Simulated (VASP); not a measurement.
Crystal: CaMg.

```
CELL_PARAMETERS angstrom
3.63669 0.00000 0.00000
-1.81835 3.14947 0.00000
0.00000 0.00000 11.33560
ATOMIC_POSITIONS crystal
Ca 0.66667 0.33333 0.64302
Ca 0.33333 0.66667 0.35698
Mg 0.33333 0.66667 0.88746
Mg 0.66667 0.33333 0.11254
```

| Item | Value |
| --- | --- |
| Program | VASP 6.6.1 |
| Task | relaxation of cell and atoms |
| Functional | LDA |
| Potentials or basis | VASP PAW LDA potentials, release 64 (Ca_sv, Mg) |
| Cutoff | 600 eV |
| k mesh | 7 × 7 × 2 |
| Occupations | fermi-dirac, width 0.02 eV |
| Spin | no spin polarisation |

At the start: pressure -1.7 GPa; volume 32.46 Å³/atom.

Question: Where does the relaxation end?

Answer: Over 6 steps the energy falls by 14.9 meV/atom and the volume is 29.90 Å³/atom (-7.9 %); space group P-3m1 (No. 164, to 0.1 Å) before and after.

The path:
| step | energy change (eV) | largest force (eV/Å) | pressure (GPa) | volume (Å³) |
| --- | --- | --- | --- | --- |
| 1 | 0.0000 | 0.0598 | -1.74 | 129.83 |
| 2 | -0.0504 | 0.0650 | -0.67 | 123.34 |
| 3 | -0.0579 | 0.0662 | -0.03 | 120.07 |
| 4 | -0.0579 | 0.0662 | 0.00 | 119.88 |
| 5 | -0.0586 | 0.0458 | 0.01 | 119.81 |
| 6 | -0.0595 | 0.0168 | 0.00 | 119.59 |

Final structure:
```
Ca Mg
1.0
     3.53539    0.00000    0.00000
    -1.76770    3.06174    0.00000
     0.00000    0.00000   11.04818
Ca Mg
2 2
Cartesian
  1.7677 1.0206 7.0981
  0.0000 2.0412 3.9501
  0.0000 2.0412 9.8236
  1.7677 1.0206 1.2246
```
